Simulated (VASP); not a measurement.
# Be (Fm-3m) in VASP: a series of runs, part 2 of 2

VASP 6.6.1. The steps go on from the part before.

## 4. Relaxation of cell and atoms, PBEsol, target pressure 5 GPa, at which the enthalpy is minimised

This run uses another cell than the first one, of 8.12 Å³/atom.

INCAR reads:

```
SYSTEM = Be
  PREC = Accurate
  ENCUT = 600
  EDIFF = 1E-7
  ISMEAR = -1
  SIGMA = 0.05
  LREAL = .False.
  LASPH = .True.
  NELM = 120
  ALGO = Normal
  ISIF = 3
  LWAVE = .False.
  LCHARG = .False.
  GGA = PS
  IBRION = 2
  NSW = 80
  EDIFFG = -0.02
  PSTRESS = 50.0
  GGA_COMPAT = .False.
  NELMIN = 4
```

KPOINTS reads:

```
Automatic mesh
0
Gamma
  23 23 23
  0 0 0
```

POSCAR reads:

```
Be
1.0
    0.0000000000      1.5950000000      1.5950000000
    1.5950000000      0.0000000000      1.5950000000
    1.5950000000      1.5950000000      0.0000000000
Be
1
Direct
    0.0000000000      0.0000000000      0.0000000000
```

Potentials or basis: VASP PAW PBE potentials, release 64 (Be).

Command:

```console
$ cat potpaw_PBE.64/Be/POTCAR > POTCAR
$ mpirun -np 1 vasp_std > vasp.out
```

OUTCAR:

```text
SYSTEM = Be
   PREC = Accurate
   ENCUT = 600
   EDIFF = 1E-7
   ISMEAR = -1
   LREAL = .False.
   LASPH = .True.
   NELM = 120
   ISIF = 3
   GGA = PS
   IBRION = 2
   NSW = 80
   EDIFFG = -0.02
   PSTRESS = 50.0
   NELMIN = 4

 ion  position               nearest neighbor table
   1  0.000  0.000  0.000-

  LATTYP: Found a face centered cubic cell.
 ALAT       =     3.1900000000

  Lattice vectors:

 A1 = (   0.0000000000,   1.5950000000,   1.5950000000)
 A2 = (   1.5950000000,   0.0000000000,   1.5950000000)
 A3 = (   1.5950000000,   1.5950000000,   0.0000000000)

Analysis of symmetry for initial positions (statically):
=====================================================================
 Subroutine PRICEL returns:
 Original cell was already a primitive cell.

 Routine SETGRP: Setting up the symmetry group for a
 face centered cubic supercell.

 Subroutine GETGRP returns: Found 48 space group operations
 (whereof 48 operations were pure point group operations)
 out of a pool of 48 trial point group operations.

The static configuration has the point symmetry O_h .

Analysis of symmetry for dynamics (positions and initial velocities):
=====================================================================
 Subroutine PRICEL returns:
 Original cell was already a primitive cell.

 Routine SETGRP: Setting up the symmetry group for a
 face centered cubic supercell.

 Subroutine GETGRP returns: Found 48 space group operations
 (whereof 48 operations were pure point group operations)
 out of a pool of 48 trial point group operations.

The dynamic configuration has the point symmetry O_h .

 Subroutine INISYM returns: Found 48 space group operations
 (whereof 48 operations are pure point group operations),
 and found     1 'primitive' translations

----------------------------------------------------------------------------------------

                                     Primitive cell

  volume of cell :       8.1154

  direct lattice vectors                    reciprocal lattice vectors
     0.000000000  1.595000000  1.595000000    -0.313479624  0.313479624  0.313479624
     1.595000000  0.000000000  1.595000000     0.313479624 -0.313479624  0.313479624
     1.595000000  1.595000000  0.000000000     0.313479624  0.313479624 -0.313479624

  length of vectors
     2.255670632  2.255670632  2.255670632     0.542962636  0.542962636  0.542962636

  position of ions in fractional coordinates (direct lattice)
     0.000000000  0.000000000  0.000000000

  ion indices of the primitive-cell ions
   primitive index   ion index
                 1           1

----------------------------------------------------------------------------------------

 KPOINTS: Automatic mesh

Automatic generation of k-mesh.
 Grid dimensions read from file:
 generate k-points for:   23   23   23

 Generating k-lattice:

  Cartesian coordinates                     Fractional coordinates (reciprocal lattice)
    -0.013629549  0.013629549  0.013629549     0.043478261  0.000000000  0.000000000
     0.013629549 -0.013629549  0.013629549     0.000000000  0.043478261  0.000000000
     0.013629549  0.013629549 -0.013629549     0.000000000  0.000000000  0.043478261

  Length of vectors
     0.023607071  0.023607071  0.023607071

  Shift w.r.t. Gamma in fractional coordinates (k-lattice)
     0.000000000  0.000000000  0.000000000

 Subroutine IBZKPT returns following result:
 ===========================================

 Found    364 irreducible k-points:

 Following reciprocal coordinates:
            Coordinates               Weight
  0.000000  0.000000  0.000000      1.000000
  0.043478  0.000000  0.000000      8.000000
  0.086957  0.000000  0.000000      8.000000
  0.130435  0.000000  0.000000      8.000000
  0.173913  0.000000  0.000000      8.000000
  0.217391  0.000000  0.000000      8.000000
[... 16 lines left out ...]
  0.478261  0.043478  0.000000     24.000000
 -0.478261  0.043478  0.000000     24.000000
 [... further k-points ...]
   k-points           NKPTS =    364   k-points in BZ     NKDIM =    364   number of bands    NBANDS=      5
   number of dos      NEDOS =    301   number of ions     NIONS =      1
   total plane-waves  NPLWV =   5832
   dimension x,y,z NGX =    18 NGY =   18 NGZ =   18
   dimension x,y,z NGXF=    36 NGYF=   36 NGZF=   36
   ions per type =               1
   NGX,Y,Z   is equivalent  to a cutoff of  13.27, 13.27, 13.27 a.u.
   NGXF,Y,Z  is equivalent  to a cutoff of  26.53, 26.53, 26.53 a.u.
 SYSTEM =  Be
   PREC   = accura    normal or accurate (medium, high low for compatibility)
   ISTART =      0    job   : 0-new  1-cont  2-samecut
   ICHARG =      2    charge: 1-file 2-atom 10-const
   ISPIN  =      1    spin polarized calculation?
   LNONCOLLINEAR =      F non collinear calculations
   LSORBIT =      F    spin-orbit coupling
   LASPH  =      T    aspherical Exc in radial PAW
   ENCUT  =  600.0 eV  44.10 Ry    6.64 a.u.   4.51  4.51  4.51*2*pi/ulx,y,z
   NELM   =    120;   NELMIN=  4; NELMDL= -5     # of ELM steps
   EDIFF  = 0.1E-06   stopping-criterion for ELM
   LREAL  =      F    real-space projection
   EDIFFG = -.2E-01   stopping-criterion for IOM
   NSW    =     80    number of steps for IOM
   IBRION =      2    ionic relax: 0-MD 1-quasi-New 2-CG
   NFREE  =      1    steps in history (QN), initial steepest desc. (CG)
   ISIF   =      3    stress and relaxation
   ISYM   =      2    0-nonsym 1-usesym 2-fastsym
   POTIM  = 0.5000    time-step for ionic-motion
   TEBEG  =    0.0;   TEEND  =   0.0 temperature during run
   PSTRESS=   50.0 pullay stress
   NELECT =       2.0000    total number of electrons
   NUPDOWN=      -1.0000    fix difference up-down
   EMIN   =  10.00;   EMAX   =-10.00  energy-range for DOS
   EFERMI =   0.00;   METHOD = LEGACY
   ISMEAR =    -1;   SIGMA  =   0.05  broadening in eV -4-tet -1-fermi 0-gaus
   EFERMI_NEDOS =   21; number of points for ismear=-14 and -15
   IALGO  =     38    algorithm
   IMIX   =      4    mixing-type and parameters
     AMIX     =   0.40;   BMIX     =  1.00
     AMIX_MAG =   1.60;   BMIX_MAG =  1.00
  volume/ion in A,a.u.               =       8.12        54.77
  Fermi-wavevector in a.u.,A,eV,Ry     =   1.026394  1.939604 14.333531  1.053485
  Thomas-Fermi vector in A             =   2.160285
   LORBIT       =      0    0 simple, 1 ext, 2 COOP (PROOUT), +10 PAW based schemes
   GGA     = PS    functional components
   LHFCALC =     F    Hartree Fock is set to
   AEXX    =    0.0000 exact exchange contribution
   IVDW    =     0    specifies the selected vdW correction
   LEPSILON=     F    determine dielectric tensor
   LRPA    =     F    only Hartree local field effects (RPA)
 conjugate gradient relaxation of ions
 non-spin polarized calculation
  energy-cutoff  :      600.00
  volume of cell :        8.12
 maximum number of plane-waves:       290
 NGX is ok and might be reduce to    18
   NGX =  9   NGY =  9   NGZ =  9

--------------------------------------- Ionic step        1  -------------------------------------------

 number of electron       2.0000000 magnetization

 Free energy of the ion-electron system (eV)
  ---------------------------------------------------
  ext. energy  EPLUGINS =         0.00000000
  ---------------------------------------------------
  free energy    TOTEN  =        -3.91546396 eV

  energy without entropy =       -3.91470523  energy(sigma->0) =       -3.91508460

------------------------ aborting loop because EDIFF is reached ----------------------------------------

  FORCE on cell =-STRESS in cart. coord.  units (eV):
  Direction    XX          YY          ZZ          XY          YZ          ZX
  --------------------------------------------------------------------------------------
  -------------------------------------------------------------------------------------
  Total       -0.2170322     -0.2170322     -0.2170322      0.0000000     -0.0000000     -0.0000000
  in kB      -42.8472279    -42.8472279    -42.8472279      0.0000000     -0.0000000     -0.0000000
  external PRESSURE =     -92.8472279 kB  Pullay stress =      50.0000000 kB
[... 61 lines left out ...]
--------------------------------------- Ionic step        3  -------------------------------------------

 number of electron       2.0000000 magnetization

 Free energy of the ion-electron system (eV)
  ---------------------------------------------------
  ext. energy  EPLUGINS =         0.00000000
  ---------------------------------------------------
  free energy    TOTEN  =        -3.91518751 eV

  energy without entropy =       -3.91471107  energy(sigma->0) =       -3.91494929

 E-fermi :   7.9990     XC(G=0): -10.7763

 val. band max:        7.9441713200   @ k =  -0.3478   0.3478   0.0000
 cond. band min:       8.0560797698   @ k =  -0.3478   0.3913   0.0435
 fundamental gap:      0.1119084498
 Fermi energy:         7.9990283529

 k-point     1 :       0.0000    0.0000    0.0000
  band No.  band energies     occupation
      1      -4.1913      2.00000
      2      28.1088      0.00000
      3      28.1088      0.00000
      4      28.1088      0.00000
      5      37.9171      0.00000
[... 177 lines left out ...]
 k-point    24 :      -0.4783    0.0435    0.0000
  band No.  band energies     occupation
      1       2.4995      2.00000
      2       8.1399      0.11269
      3      24.7157      0.00000
      4      24.8522      0.00000
      5      33.4822      0.00000

 [... further k-points ...]
[... 5 lines left out ...]
  --------------------------------------------------------------------------------------
  -------------------------------------------------------------------------------------
  Total        0.2333163      0.2333163      0.2333163      0.0000000      0.0000000      0.0000000
  in kB       49.6957161     49.6957161     49.6957161      0.0000000      0.0000000      0.0000000
  external PRESSURE =      -0.3042839 kB  Pullay stress =      50.0000000 kB
[... 20 lines left out ...]
  energy  without entropy=       -3.9147110736  energy(sigma->0) =       -3.91494929

  enthalpy is  TOTEN    =        -3.6804426425 eV   P V=        0.2347448685

 reached required accuracy - stopping structural energy minimisation
```

OSZICAR:

```text
N       E                     dE             d eps       ncg     rms          rms(c)
DAV:   1    -0.175468005074E+01   -0.17547E+01   -0.11844E+03  3805   0.364E+02
DAV:   2    -0.391797258971E+01   -0.21633E+01   -0.20147E+01  4975   0.418E+01
[... 16 lines left out ...]
   2 F= -.36802676E+01 E0= -.36800172E+01  d E =-.180665E-01
       N       E                     dE             d eps       ncg     rms          rms(c)
DAV:   1    -0.391518797943E+01    0.14923E-02   -0.65750E-04  3755   0.302E-01    0.108E-02
DAV:   2    -0.391518715457E+01    0.82486E-06   -0.51287E-07  4505   0.933E-03    0.668E-03
DAV:   3    -0.391518752339E+01   -0.36882E-06   -0.40144E-07  3870   0.107E-02    0.203E-04
DAV:   4    -0.391518751100E+01    0.12388E-07   -0.84008E-10  2090   0.370E-04
   3 F= -.36804426E+01 E0= -.36802044E+01  d E =-.182415E-01
```

It took 14 s on 1 thread of Intel Xeon Platinum 8488C (Sapphire Rapids), shared host; peak memory 0.13 GiB.

Results:

```
Free energy                                                : -3.9152 eV
Relaxed volume                                             : 7.52 Å³/atom
Relaxed cell                                               : a = 2.199 Å, b = 2.199 Å, c = 2.199 Å, α = 60.00°, β = 60.00°, γ = 60.00°
Space group after relaxing (to 0.1 Å)                      : Fm-3m (No. 225)
Energy change on relaxing (the run minimises the enthalpy) : +0.3 meV/atom
Ionic steps                                                : 3
Pressure after relaxing                                    : 5.0 GPa
Band gap on the k mesh                                     : zero (bands 1 and 2 overlap by 0.67 eV)
```

The path:
```
step  energy change (eV)  largest force (eV/Å)  pressure (GPa)  volume (Å³)
   1              0.0000                0.0000           -4.28         8.12
   2             -0.0012                0.0000            4.00         7.58
   3              0.0003                0.0000            4.97         7.52
```

Final structure:
```
CELL_PARAMETERS angstrom
0.00000 1.55514 1.55514
1.55514 0.00000 1.55514
1.55514 1.55514 0.00000
ATOMIC_POSITIONS crystal
Be 0.00000 0.00000 0.00000
```

Caveat: the cell is relaxed towards a set pressure, so the run minimises the enthalpy, not the energy; the PAW data sets were made with another functional, which shifts forces and pressure a little.

## 5. The runs side by side

```csv
task,cell,gap on the mesh (eV),pressure (GPa)
single point,"a = 2.225 Å, angles 60.0°, 1 atom",none,0.4
relaxation of cell and atoms,"relaxed from a = 2.256 Å, angles 60.0°, 1 atom",none,0.0
relaxation of cell and atoms,"relaxed to 5 GPa from a = 2.256 Å, angles 60.0°, 1 atom",none,5.0
```

Alike in all rows: level PBEsol; potentials or basis VASP PAW PBE potentials, release 64 (Be); no spin polarisation; k mesh 23 × 23 × 23; cutoff (eV) 600; smearing fermi-dirac 0.05 eV.

Caveats: the PAW data sets were made with another functional, which shifts forces and pressure a little; the cell is relaxed towards a set pressure, so the run minimises the enthalpy, not the energy (at least some runs).

Total energies depend on the potentials used, so only differences within one code and one set of settings carry meaning.
